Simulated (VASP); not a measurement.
Here is a VASP 6.6.1 calculation.

The input POSCAR:

```
HgTe
1.0
    0.0000000000      3.4776682752      3.2891972715
    3.4776682752      0.0000000000      3.2891972715
    3.4776682752      3.4776682752      0.0000000000
Hg Te
1 1
Direct
    0.0000000000      0.0000000000      0.0000000000
    0.2500000000      0.2500000000      0.2500000000
```

File INCAR.step1:

```
ALGO = Normal
EDIFF = 1E-4
ENCUT = 520
GGA = PE
ISMEAR = -1
LASPH = True
LCHARG = False
LREAL = False
LWAVE = True
NBANDS = 16
NELM = 60
PREC = Accurate
SIGMA = 0.02
```

The input INCAR.step2:

```
ALGO = Normal
EDIFF = 1E-6
ENCUT = 520
ISIF = 2
ISMEAR = -1
ISTART = 1
LASPH = True
LCHARG = False
LMIXTAU = True
LREAL = False
LWAVE = False
METAGGA = R2SCAN
NBANDS = 16
NELM = 60
PREC = Accurate
SIGMA = 0.02
```

KPOINTS

```
k-points
0
Gamma
  6 6 6
```

Potentials or basis: VASP PAW PBE potentials, release 64 (Hg, Te).

Run with:

```sh
$ cat potpaw_PBE.64/Hg/POTCAR potpaw_PBE.64/Te/POTCAR > POTCAR
$ cp INCAR.step1 INCAR
$ mpirun -np 1 vasp_std > vasp.out
$ cp INCAR.step2 INCAR
$ mpirun -np 1 vasp_std > vasp.out
```

Task: Estimate the pressure.

Result: -3.4 GPa.

Task: What does it give for the band gap on the k mesh?

Result: 0.14 eV.

Stress tensor (GPa, compression positive):
```
-3.65  0.00  0.00
 0.00 -3.65  0.00
 0.00  0.00 -2.80
```

Caveat: the cell differs from its parent crystal (biaxial xy strain +5.7%); the cell stands under tension; the PAW data sets were made with another functional, which shifts forces and pressure a little; spin-orbit coupling is left out, which moves the levels of the heavy elements.
